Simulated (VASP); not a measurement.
The system is TiSiTe3.

```
CELL_PARAMETERS angstrom
5.38896 0.00000 0.00000
-2.69448 4.66698 0.00000
0.00000 0.00000 5.47404
ATOMIC_POSITIONS crystal
Ti 0.33333 0.66667 0.50000
Si 0.66667 0.33333 0.00000
Te 0.00000 0.00000 0.00000
Te 0.66667 0.33333 0.50000
Te 0.00000 0.00000 0.50000
```

The cell was built from a structure type or drawn by symmetry, and may not be a known phase.

- Program: VASP 6.6.1
- Task: relaxation of cell and atoms
- Functional: PBE
- Potentials or basis: VASP PAW PBE potentials, release 64 (Ti_sv, Si, Te)
- Cutoff: 600 eV
- k mesh: 6 × 6 × 4
- Occupations: gaussian, width 0.1 eV
- Spin: no spin polarisation

At the start: pressure 3.0 GPa; volume 27.53 Å³/atom.

Task: Where does the relaxation end?

Result: Over 6 steps the energy falls by 116.7 meV/atom and the volume is 28.81 Å³/atom (+4.6 %); space group P-6m2 (No. 187, to 0.1 Å) before and after.

The path:
```
step  energy change (eV)  largest force (eV/Å)  pressure (GPa)  volume (Å³)
   1              0.0000                0.0000            2.98       137.67
   2             -0.5788                0.0000           -0.66       147.02
   3             -0.5800                0.0000           -0.47       145.59
   4             -0.5804                0.0000           -0.53       146.11
   5             -0.5804                0.0000           -0.51       145.93
   6             -0.5833                0.0000            0.09       144.07
```

Final structure:
```
Ti Si Te
1.0
     5.23119    0.00000    0.00000
    -2.61560    4.53034    0.00000
     0.00000    0.00000    6.07914
Ti Si Te
1 1 3
Direct
  0.33333 0.66667 0.50000
  0.66667 0.33333 0.00000
  0.00000 0.00000 0.00000
  0.66667 0.33333 0.50000
  0.00000 0.00000 0.50000
```
